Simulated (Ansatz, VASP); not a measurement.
# Two plane-wave programs on ZnO

The input INCAR:

```
SYSTEM = ZnO
PREC = Accurate ; ENCUT = 600
EDIFF = 1E-6 ; ISMEAR = -1
SIGMA = 0.05 ; LREAL = .False.
LASPH = .True. ; NELM = 60
ALGO = Normal ; ISIF = 3
LWAVE = .False. ; LCHARG = .False.
GGA = PS ; IVDW = 13
IBRION = 2 ; NSW = 60
EDIFFG = -0.01
```

KPOINTS

```
regular mesh
0
Gamma
  9 9 5
  0 0 0
```

The input POSCAR:

```
ZnO
1.0
    3.2493080000      0.0000000000      0.0000000000
   -1.6246540000      2.8139832727      0.0000000000
    0.0000000000      0.0000000000      5.2057090000
Zn O
2 2
Direct
    0.6666666667      0.3333333333      0.0000000000
    0.3333333333      0.6666666667      0.5000000000
    0.3333333333      0.6666666667      0.8790100000
    0.6666666667      0.3333333333      0.3790100000
```

The input input.yaml:

```yaml
crystal:
  lattice:
    - [3.249308, 0.0, 0.0]
    - [-1.624654, 2.8139832727, 0.0]
    - [0.0, 0.0, 5.205709]
  atoms:
    - { symbol: Zn, position: [0.6666666667, 0.3333333333, 0.0] }
    - { symbol: Zn, position: [0.3333333333, 0.6666666667, 0.5] }
    - { symbol: O, position: [0.3333333333, 0.6666666667, 0.87901] }
    - { symbol: O, position: [0.6666666667, 0.3333333333, 0.37901] }
hamiltonian:
  xc: pbesol
  pseudopotentials: { kind: paw }
  dispersion: d4
kpoints:
  mp_grid: { grid: [9, 9, 5] }
scf:
  occupations: { method: fermi_dirac, width: 0.05 }
output:
  forces: true
  stress: true
relax:
  f_tol: 0.01
  max_steps: 40
  cell: { stress_tol: 0.05 }
```

Alike in both runs: task relaxation of cell and atoms; functional PBEsol; dispersion D4; k mesh 9 × 9 × 5; occupations fermi-dirac, width 0.05 eV; no spin polarisation.

```csv
,VASP,Ansatz
version,VASP 6.6.1,Ansatz 0.2.0
potentials or method,"VASP PAW PBE potentials, release 64 (Zn, O)",Ansatz PAW
plane-wave cutoff (eV),600,420
valence electrons in the cell,36,36
```

Ansatz gave:

```
relaxed volume (Å³/atom)                                     : 11.62
relaxed cell length with the largest relative difference (Å) : 3.216
```

What did VASP give for the same quantities?

Relaxed volume (Å³/atom): 11.68; relaxed cell length with the largest relative difference (Å): 3.222.

VASP's potentials were made for PBE, not for PBEsol.

Noted on Ansatz's run: odd divisions of the mesh miss points on the zone boundary, where band edges often lie, so the gap on the mesh can be too wide; the plane-wave basis is chosen anew once the cell has moved, so the energies of steps on either side of that aren't comparable.
